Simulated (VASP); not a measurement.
Input of a VASP 6.6.1 run:

INCAR

```
SYSTEM = SnSe
ALGO     = Normal         ! electronic algorithm
EDIFF    = 1E-6           ! SCF threshold, eV
ENCUT    = 520            ! plane-wave cutoff, eV
GGA      = CA             ! functional
ISIF     = 2              ! what is computed and relaxed
ISMEAR   = 0              ! smearing method
LASPH    = .TRUE.         ! aspherical terms in the spheres
LCHARG   = .FALSE.        ! write CHGCAR
LREAL    = .FALSE.        ! projectors in reciprocal space
LWAVE    = .FALSE.        ! write WAVECAR
NBANDS   = 17             ! bands
NELM     = 60             ! most SCF steps
PREC     = Accurate       ! precision mode
SIGMA    = 0.05           ! smearing width, eV
```

File KPOINTS:

```
k-points
0
G
  8 8 8
  0 0 0
```

POSCAR

```
SnSe
1.0
    0.0000000000      2.8582483370      2.9466477701
    3.0350472032      0.0000000000      2.9466477701
    3.0350472032      2.8582483370      0.0000000000
Sn Se
1 1
Direct
    0.0000000000      0.0000000000      0.0000000000
    0.5000000000      0.5000000000      0.5000000000
```

Potentials or basis: VASP PAW LDA potentials, release 64 (Sn_d, Se).

The run is started by

```bash
$ cat potpaw_LDA.64/Sn_d/POTCAR potpaw_LDA.64/Se/POTCAR > POTCAR
$ mpirun -np 1 vasp_std > vasp.out
```

Question: Predict the pressure.

Answer: 0.6 GPa.

Question: Estimate the band gap on the k mesh.

Answer: 0.63 eV (least direct gap 0.69 eV).

Stress tensor (GPa, compression positive):
```
-3.57  0.00  0.00
 0.00  5.26  0.00
 0.00  0.00  0.13
```

Caveat: the cell differs from its parent crystal (strain +0.0300 x Voigt [1, -1, 0, 0, 0, 0]); spin-orbit coupling is left out, which moves the levels of the heavy elements. A k mesh can miss the band edges.
